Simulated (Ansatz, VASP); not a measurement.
# Two plane-wave programs on TiAl

```xyz
2
Lattice="3.5686 0.0000 0.0000 0.0000 3.5686 0.0000 0.0000 0.0000 2.5230" Properties=species:S:1:pos:R:3 pbc="T T T"
Ti    0.0000    0.0000    0.0000
Al    1.7843    1.7843    1.2615
```

Alike in both runs: task single point; functional r2SCAN; k mesh 16 × 16 × 16; occupations gaussian, width 0.15 eV; no spin polarisation.

|  | VASP | Ansatz |
| --- | --- | --- |
| version | VASP 6.6.1 | Ansatz 0.2.0 |
| potentials or method | VASP PAW PBE potentials, release 64 (Ti_sv, Al), cutoff 520 eV | scalar-relativistic, plane waves, PAW |
| valence electrons in the cell | 15 | 15 |

VASP gave:

```
gap on the k mesh at the Fermi level (eV)                     : none
pressure (GPa)                                                : 4.3
traceless stress, the component that is largest in VASP (GPa) : 15.63
```

Q: Estimate Ansatz's values.

A: gap on the k mesh at the Fermi level (eV): none; pressure (GPa): 4.2; traceless stress, the component that is largest in VASP (GPa): 15.57.

VASP's potentials were made for PBE, not for r2SCAN. A gap of «none» marks a metal or a gap that the smearing closes.
